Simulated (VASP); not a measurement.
Input of a VASP 6.6.1 run:

Contents of INCAR:

```
PREC = Accurate
ENCUT = 500
EDIFF = 1E-6
ISMEAR = -1
SIGMA = 0.08
LREAL = F
LASPH = T
NELM = 120
ALGO = Normal
ISIF = 2
LWAVE = F
LCHARG = T
GGA = PE
LELF = T
LVHAR = T
NBANDS = 35
GGA_COMPAT = F
```

File KPOINTS:

```
Automatic mesh
0
Gamma
  11 11 3
```

The input POSCAR:

```
WSe2
1.0
    3.3228984350      0.0000000000      0.0000000000
   -1.6614492174      2.8777144589      0.0000000000
    0.0000000000      0.0000000000     12.9700000000
W Se
2 4
Direct
    0.3333333333      0.6666666667      0.2500000000
    0.6666666667      0.3333333333      0.7500000000
    0.3333333333      0.6666666667      0.6210000000
    0.6666666667      0.3333333333      0.1210000000
    0.3333333333      0.6666666667      0.8790000000
    0.6666666667      0.3333333333      0.3790000000
```

Potentials or basis: VASP PAW PBE potentials, release 64 (W_sv, Se).

Launch:

```console
$ cat potpaw_PBE.64/W_sv/POTCAR potpaw_PBE.64/Se/POTCAR > POTCAR
$ mpirun -np 1 vasp_std > vasp.out
```

**Question.** What does it give for the largest force?

**Answer.** 0.004 eV/Å.

**Question.** Estimate the pressure.

**Answer.** 1.4 GPa.

**Question.** Predict the band gap on the k mesh.

**Answer.** 0.94 eV (least direct gap 1.65 eV).

Stress tensor (GPa, compression positive):
```
0.66 0.00 0.00
0.00 0.66 0.00
0.00 0.00 2.74
```

Caveat: the cell differs from its parent crystal (equal xx and yy strain of +1 %); spin-orbit coupling is left out, which moves the levels of the heavy elements; this functional lacks dispersion, which binds layers or chains, so the pressure and a relaxed spacing across them are unreliable. A k mesh can miss the band edges.
